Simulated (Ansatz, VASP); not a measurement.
Two plane-wave programs on AlN

The input POSCAR:

```
AlN
1.0
    0.0000000000      2.0188685302      2.0188685302
    2.0188685302      0.0000000000      2.0188685302
    2.0188685302      2.0188685302      0.0000000000
Al N
1 1
Direct
    0.0000000000      0.0000000000      0.0000000000
    0.5000000000      0.5000000000      0.5000000000
```

The input INCAR.step1:

```
SYSTEM = AlN
ALGO = Normal
EDIFF = 1E-5
ENCUT = 520
GGA = PE
ISIF = 2
ISMEAR = 0
LASPH = .TRUE.
LCHARG = .FALSE.
LREAL = .FALSE.
LWAVE = .TRUE.
NBANDS = 11
NELM = 100
PREC = Accurate
SIGMA = 0.01
```

Contents of INCAR.step2:

```
SYSTEM = AlN
ALGO = Normal
EDIFF = 1E-6
ENCUT = 520
GGA = PE
HFSCREEN = 0.2079
ISIF = 2
ISMEAR = 0
ISTART = 1
LASPH = .TRUE.
LCHARG = .FALSE.
LHFCALC = .TRUE.
LREAL = .FALSE.
LWAVE = .FALSE.
NBANDS = 11
NELM = 100
PREC = Accurate
PRECFOCK = Normal
SIGMA = 0.01
```

The input KPOINTS:

```
k-points
0
G
  8 8 8
  0 0 0
```

Input for Ansatz:

```yaml
crystal:
  lattice:
    - [0.0, 2.0188685302, 2.0188685302]
    - [2.0188685302, 0.0, 2.0188685302]
    - [2.0188685302, 2.0188685302, 0.0]
  atoms:
    - { symbol: Al, position: [0.0, 0.0, 0.0] }
    - { symbol: "N", position: [0.5, 0.5, 0.5] }
kpoints:
  mp_grid: { grid: [8, 8, 8] }
  band_path:
    path:
      - [0.0, 0.0, 0.0]
      - [0.5, 0.0, 0.5]
      - [0.625, 0.25, 0.625]
      - [0.375, 0.375, 0.75]
      - [0.5, 0.5, 0.5]
      - [0.5, 0.25, 0.75]
      - [0.0, 0.5, 0.5]
    npoints: 1
hamiltonian:
  xc: hse06
scf:
  occupations: { method: fixed }
  n_extra_bands: 4
output:
  forces: true
  stress: true
  eigenvalues: true
```

Alike in both runs: task single point; functional HSE06; k mesh 8 × 8 × 8; no spin polarisation.

```csv
,VASP,Ansatz
version,VASP 6.6.1,Ansatz 0.2.0
potentials or method,"VASP PAW PBE potentials, release 64 (Al, N)","plane waves, PAW"
plane-wave cutoff (eV),520,420
occupations,"gaussian, width 0.01 eV",fixed
valence electrons in the cell,8,8
```

Ansatz gave:

| Property | Result |
| --- | --- |
| gap on the k mesh at the Fermi level (eV) | 6.08 |
| pressure (GPa) | -1.5 |

Problem. Estimate VASP's values.

Solution. gap on the k mesh at the Fermi level (eV): 6.01; pressure (GPa): -1.5.

Ansatz's warnings: stress exchange threshold loose, stress scf threshold loose.
